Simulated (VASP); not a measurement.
Input of a VASP 6.6.1 run:

INCAR

```
SYSTEM = BaTe
  ALGO = Normal
  EDIFF = 1E-6
  ENCUT = 520
  GGA = PE
  ISIF = 2
  ISMEAR = 0
  LASPH = .True.
  LCHARG = .False.
  LREAL = .False.
  LWAVE = .False.
  NBANDS = 15
  NELM = 60
  PREC = Accurate
  SIGMA = 0.05
```

KPOINTS

```
k-points
0
Gamma
  8 8 8
  0 0 0
```

Contents of POSCAR:

```
BaTe
1.0
    4.2649405054     -0.1018927766     -0.1018927766
   -0.1018927766      4.2649405054     -0.1018927766
   -0.1018927766     -0.1018927766      4.2649405054
Ba Te
1 1
Direct
    0.0000000000      0.0000000000      0.0000000000
    0.5000000000      0.5000000000      0.5000000000
```

Potentials or basis: VASP PAW PBE potentials, release 64 (Ba_sv, Te).

The run is started by

```bash
$ cat potpaw_PBE.64/Ba_sv/POTCAR potpaw_PBE.64/Te/POTCAR > POTCAR
$ mpirun -np 1 vasp_std > vasp.out
```

Q: What does it give for the pressure?

A: 0.3 GPa.

Q: Predict the band gap on the k mesh.

A: 0.82 eV (least direct gap 0.99 eV).

Stress tensor (GPa, compression positive):
```
0.31 0.60 0.60
0.60 0.31 0.60
0.60 0.60 0.31
```

Caveat: spin-orbit coupling is left out, which moves the levels of the heavy elements. A k mesh can miss the band edges.
